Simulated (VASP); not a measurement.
Input of a VASP 6.6.1 run:

Contents of INCAR:

```
PREC     = Accurate       # precision mode
ENCUT    = 520            # plane-wave cutoff, eV
EDIFF    = 1E-6           # SCF threshold, eV
ISMEAR   = 0              # smearing method
SIGMA    = 0.1            # smearing width, eV
LREAL    = F              # projectors in reciprocal space
LASPH    = T              # aspherical terms in the spheres
NELM     = 80             # most SCF steps
ALGO     = Normal         # electronic algorithm
ISIF     = 2              # what is computed and relaxed
LWAVE    = F              # write WAVECAR
LCHARG   = F              # write CHGCAR
GGA      = PE             # functional
NBANDS   = 25             # bands
```

File KPOINTS:

```
regular mesh
0
Gamma
  10 10 4
```

File POSCAR:

```
Be2Se
1.0
    3.4273241481      0.0000000000      0.0000000000
    0.0000000000      3.4273241481      0.0000000000
    0.0000000000      0.0000000000     11.2020282724
Be Se
6 3
Direct
    0.5000000000      0.0000000000      0.6417859818
    0.0000000000      0.0000000000      0.5000000000
    0.0000000000      0.5000000000      0.3582140182
    0.5000000000      0.5000000000      0.5000000000
    0.5000000000      0.0000000000      0.1193782614
    0.0000000000      0.5000000000      0.8806217386
    0.5000000000      0.5000000000      0.7602150876
    0.5000000000      0.5000000000      0.2397849124
    0.0000000000      0.0000000000      0.0000000000
```

Potentials or basis: VASP PAW PBE potentials, release 64 (Be, Se).

Run with:

```sh
$ cat potpaw_PBE.64/Be/POTCAR potpaw_PBE.64/Se/POTCAR > POTCAR
$ mpirun -np 1 vasp_std > vasp.out
```

**Question.** Predict the largest force.

**Answer.** 0.019 eV/Å.

**Question.** Predict the band gap on the k mesh.

**Answer.** Zero (band 15 reaches 5.76 eV, above the bottom of band 16 at 3.99 eV).

**Question.** What does it give for the pressure?

**Answer.** 2.5 GPa.

Forces in eV/Å, atoms in the order of the input:
```
Be   0.000  0.000 -0.019
Be   0.000  0.000  0.000
Be   0.000  0.000  0.019
Be   0.000  0.000  0.000
Be   0.000  0.000 -0.002
Be   0.000  0.000  0.002
Se   0.000  0.000 -0.005
Se   0.000  0.000  0.005
Se   0.000  0.000  0.000
```
